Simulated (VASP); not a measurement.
Write the native input for VASP 6.6.1 that does the following.

* Task: single point
* Functional: HSE06
* Potentials or basis: VASP PAW PBE potentials, release 64 (K_sv, Cl)
* Cutoff: 520 eV
* k mesh: 6 × 6 × 6
* Occupations: gaussian, width 0.01 eV
* Spin: no spin polarisation
* Dipole correction: no
* Grid for exact exchange (PRECFOCK): Normal
* Further INCAR settings: ALGO = Normal; EDIFF = 1e-06; NBANDS = 15
* Share of exact exchange: 0.25
* Screening parameter: 0.2079 1/Å

The system is KCl.

```
K Cl
1.0
     0.00000    3.14485    3.14485
     3.14485    0.00000    3.14485
     3.14485    3.14485    0.00000
K Cl
1 1
Direct
  0.00000 0.00000 0.00000
  0.50000 0.50000 0.50000
```

The input as run:

POSCAR

```
KCl
1.0
    0.0000000000      3.1448470504      3.1448470504
    3.1448470504      0.0000000000      3.1448470504
    3.1448470504      3.1448470504      0.0000000000
K Cl
1 1
Direct
    0.0000000000      0.0000000000      0.0000000000
    0.5000000000      0.5000000000      0.5000000000
```

INCAR.step1

```
SYSTEM = KCl
PREC = Accurate ; ENCUT = 520
EDIFF = 1E-5 ; ISMEAR = 0
SIGMA = 0.01 ; LREAL = .FALSE.
LASPH = .TRUE. ; NELM = 100
ALGO = Normal ; ISIF = 2
LWAVE = .TRUE. ; LCHARG = .FALSE.
NBANDS = 15 ; GGA = PE
```

INCAR.step2

```
SYSTEM = KCl
PREC = Accurate ; ENCUT = 520
EDIFF = 1E-6 ; ISMEAR = 0
SIGMA = 0.01 ; LREAL = .FALSE.
LASPH = .TRUE. ; NELM = 100
ALGO = Normal ; ISIF = 2
LWAVE = .FALSE. ; LCHARG = .FALSE.
GGA = PE ; LHFCALC = .TRUE.
HFSCREEN = 0.2079 ; PRECFOCK = Normal
NBANDS = 15 ; ISTART = 1
```

KPOINTS

```
regular mesh
0
G
  6 6 6
  0 0 0
```

Potentials or basis: VASP PAW PBE potentials, release 64 (K_sv, Cl).

Command:

```bash
$ cat potpaw_PBE.64/K_sv/POTCAR potpaw_PBE.64/Cl/POTCAR > POTCAR
$ cp INCAR.step1 INCAR
$ mpirun -np 1 vasp_std > vasp.out
$ cp INCAR.step2 INCAR
$ mpirun -np 1 vasp_std > vasp.out
```

It gave:

```yaml
Pressure: 0.5 GPa
Band_gap_on_the_k_mesh: 6.50 eV
```

Caveat: the PAW data sets were made with another functional, which shifts forces and pressure a little.

Run time: 70 min on 1 thread of AMD EPYC 7R43 64-Core Processor (Zen 3), on a shared host, peak memory 0.3 GiB.
